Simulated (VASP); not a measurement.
Input of a VASP 6.6.1 run:

The input INCAR:

```
ALGO = Normal ; EDIFF = 1E-6
ENCUT = 600 ; GGA = PE
GGA_COMPAT = False ; ISIF = 2
ISMEAR = 0 ; IVDW = 12
LASPH = True ; LCHARG = False
LREAL = False ; LWAVE = False
NBANDS = 27 ; NELM = 120
PREC = Accurate ; SIGMA = 0.05
```

KPOINTS

```
k-points
0
Gamma
  12 12 4
```

File POSCAR:

```
InO
1.0
    3.3744544314      0.0000000000      0.0000000000
   -1.6872272157      2.9223632615      0.0000000000
    0.0000000000      0.0000000000     16.3761147218
In O
2 2
Direct
    0.6666666667      0.3333333333      0.5895266171
    0.6666666667      0.3333333333      0.4104733829
    0.0000000000      0.0000000000      0.6398766426
    0.0000000000      0.0000000000      0.3601233574
```

Potentials or basis: VASP PAW PBE potentials, release 64 (In_d, O).

Launch:

```sh
$ cat potpaw_PBE.64/In_d/POTCAR potpaw_PBE.64/O/POTCAR > POTCAR
$ mpirun -np 1 vasp_std > vasp.out
```

Q: Estimate the dispersion energy per atom.

A: -0.147 eV.

Q: What does it give for the largest force?

A: 0.522 eV/Å.

Forces in eV/Å, atoms in the order of the input:
```
In   0.000  0.000 -0.522
In   0.000  0.000  0.522
O    0.000  0.000  0.118
O    0.000  0.000 -0.118
```
